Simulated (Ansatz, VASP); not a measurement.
## Two plane-wave programs on PbF2

The input POSCAR:

```
PbF2
1.0
    0.0000000000      2.9698500000      2.9698500000
    2.9698500000      0.0000000000      2.9698500000
    2.9698500000      2.9698500000      0.0000000000
Pb F
1 2
Direct
    0.0729014432     -0.0243004811     -0.0243004811
    0.2500000000      0.2500000000      0.2500000000
    0.7500000000      0.7500000000      0.7500000000
```

INCAR.step1

```
SYSTEM = PbF2
ALGO = Normal ; EDIFF = 1E-4
ENCUT = 520 ; GGA = PE
ISMEAR = 0 ; LASPH = .True.
LCHARG = .False. ; LREAL = .False.
LWAVE = .True. ; NBANDS = 21
NELM = 80 ; PREC = Accurate
SIGMA = 0.05
```

The input INCAR.step2:

```
SYSTEM = PbF2
ALGO = Normal ; EDIFF = 1E-6
ENCUT = 520 ; ISIF = 2
ISMEAR = 0 ; ISTART = 1
LASPH = .True. ; LCHARG = .False.
LMIXTAU = .True. ; LREAL = .False.
LWAVE = .False. ; METAGGA = R2SCAN
NBANDS = 21 ; NELM = 80
PREC = Accurate ; SIGMA = 0.05
```

The input KPOINTS:

```
k-points
0
Gamma
  8 8 8
  0 0 0
```

Input for Ansatz:

```yaml
crystal:
  lattice:
    - [0.0, 2.96985, 2.96985]
    - [2.96985, 0.0, 2.96985]
    - [2.96985, 2.96985, 0.0]
  atoms:
    - { symbol: Pb, position: [0.0729014432, -0.0243004811, -0.0243004811] }
    - { symbol: F, position: [0.25, 0.25, 0.25] }
    - { symbol: F, position: [0.75, 0.75, 0.75] }
basis:
  ecutwfc: 500
kpoints:
  mp_grid: { grid: [8, 8, 8] }
hamiltonian:
  xc: r2scan
scf:
  occupations: { method: gaussian, width: 0.05 }
output:
  forces: true
  stress: true
  eigenvalues: true
```

Change from the starting cell: all Pb atoms moved -0.250 Å, as atom 1 towards its neighbour atom 2 (F) at 2.572 Å.

Alike in both runs: task single point; functional r2SCAN; k mesh 8 × 8 × 8; occupations gaussian, width 0.05 eV; no spin polarisation.

|  | VASP | Ansatz |
| --- | --- | --- |
| version | VASP 6.6.1 | Ansatz 0.2.0 |
| potentials or method | VASP PAW PBE potentials, release 64 (Pb_d, F), cutoff 520 eV | scalar-relativistic, plane waves, PAW |
| valence electrons in the cell | 28 | 28 |

```csv
,VASP,Ansatz,Ansatz less VASP
gap on the k mesh at the Fermi level (eV),4.95,4.95,+0.002
least direct gap on the mesh (eV),5.13,5.13,-0.001
pressure (GPa),0.7,0.7,+0.01
"traceless stress, the component that is largest in VASP (GPa)",-0.69,-0.62,+0.069
rms of the force components (eV/Å),0.221,0.195,-0.0264
```

VASP's potentials were made for PBE, not for r2SCAN. Atom by atom the forces differ by 0.026 eV/Å (rms over components).

Neither program's run includes spin-orbit coupling.
